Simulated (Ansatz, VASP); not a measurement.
## Ag2Au in VASP and in Ansatz

```xyz
6
Lattice="6.0045 0.0000 0.0000 0.0000 6.0045 0.0000 0.0000 0.0000 6.0045" Properties=species:S:1:pos:R:3 pbc="T T T"
Ag    1.5011    1.5011    1.5011
Ag    1.5011    4.5033    4.5033
Ag    4.5033    4.5033    1.5011
Ag    4.5033    1.5011    4.5033
Au    0.0000    0.0000    0.0000
Au    3.0022    3.0022    3.0022
```

Alike in both runs: functional PBE; k mesh 6 × 6 × 6; occupations gaussian, width 0.1 eV; no spin polarisation.

Ansatz relaxed the structure, and its values are those at the end. VASP's run is a single point on that final structure, the one shown.

|  | VASP | Ansatz |
| --- | --- | --- |
| version | VASP 6.6.1 | Ansatz 0.2.0 |
| potentials or method | VASP PAW PBE potentials, release 64 (Ag, Au), cutoff 520 eV | scalar-relativistic, plane waves, PAW |
| valence electrons in the cell | 66 | 114 |

```csv
,VASP,Ansatz,Ansatz less VASP
gap on the k mesh at the Fermi level (eV),none,none,-
pressure (GPa),0.0,0.0,+0.04
```

A gap of «none» marks a metal or a gap that the smearing closes. The functional is the same, so the differences come from potentials, cutoffs and numerics. VASP's potentials hold 66 valence electrons a cell and Ansatz's 114, so a difference there can come from the potentials and not from the codes.

Neither program's run includes spin-orbit coupling.
